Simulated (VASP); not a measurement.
A run of VASP 6.6.1 is set up as follows.

INCAR

```
SYSTEM = C
PREC = Accurate
ENCUT = 520
EDIFF = 1E-6
ISMEAR = 0
SIGMA = 0.15
LREAL = .False.
LASPH = .True.
NELM = 100
ALGO = Normal
ISIF = 2
LWAVE = .False.
LCHARG = .False.
NBANDS = 11
```

The input KPOINTS:

```
Automatic mesh
0
Gamma
  24 24 6
  0 0 0
```

The input POSCAR:

```
C
1.0
    2.4561701622      0.0000000000      0.0000000000
   -1.2280850811      2.1271057565      0.0000000000
    0.0000000000      0.0000000000      8.5238033600
C
2
Direct
    0.4241540011      0.7331520099     -0.0234637041
    0.6666666667      0.3333333333      0.0000000000
```

Potentials or basis: VASP PAW LDA potentials, release 64 (C).

Run with:

```sh
$ cat potpaw_LDA.64/C/POTCAR > POTCAR
$ mpirun -np 1 vasp_std > vasp.out
```

Q: Estimate the band gap on the k mesh.

A: Zero (band 4 reaches -0.45 eV, above the bottom of band 5 at -1.07 eV).

Q: Predict the largest force.

A: 8.267 eV/Å.

Forces on the atoms (eV/Å):
```
C   -4.200 -6.564  2.759
C    4.200  6.564 -2.759
```

Caveat: the cell differs from its parent crystal (atom 1 (C) moved by (+0.200, -0.200) A along [1 1 0] and z).
